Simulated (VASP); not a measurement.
A run of VASP 6.6.1 is set up as follows.

Contents of INCAR:

```
SYSTEM = PtSe2
PREC = Accurate
ENCUT = 520
EDIFF = 1E-7
ISMEAR = 0
SIGMA = 0.15
LREAL = .False.
LASPH = .True.
NELM = 80
ALGO = Normal
ISIF = 2
LWAVE = .False.
LCHARG = .True.
GGA = PS
LELF = .True.
LVHAR = .True.
ISYM = 0
NBANDS = 18
```

The input KPOINTS:

```
regular mesh
0
Gamma
  12 12 10
  0 0 0
```

The input POSCAR:

```
PtSe2
1.0
    3.7607249071      0.0000000000      0.0000000000
   -1.8803624535      3.2568833062      0.0000000000
    0.0000000000      0.0000000000      4.7174110008
Pt Se
1 2
Direct
    0.0000000000      0.0000000000      0.0000000000
    0.3333333333      0.6666666667      0.2606754608
    0.6666666667      0.3333333333      0.7393245392
```

Potentials or basis: VASP PAW PBE potentials, release 64 (Pt, Se).

Run with:

```console
$ cat potpaw_PBE.64/Pt/POTCAR potpaw_PBE.64/Se/POTCAR > POTCAR
$ mpirun -np 1 vasp_std > vasp.out
```

(1) Predict the band gap on the k mesh.

(2) Estimate the pressure.

(3) Predict the largest force.

## Answers

(1) zero (bands 11 and 12 overlap by 0.88 eV).

(2) 3.4 GPa.

(3) 0.391 eV/Å.

Caveat: the cell stands under pressure; the PAW data sets were made with another functional, which shifts forces and pressure a little; spin-orbit coupling is left out, which moves the levels of the heavy elements.
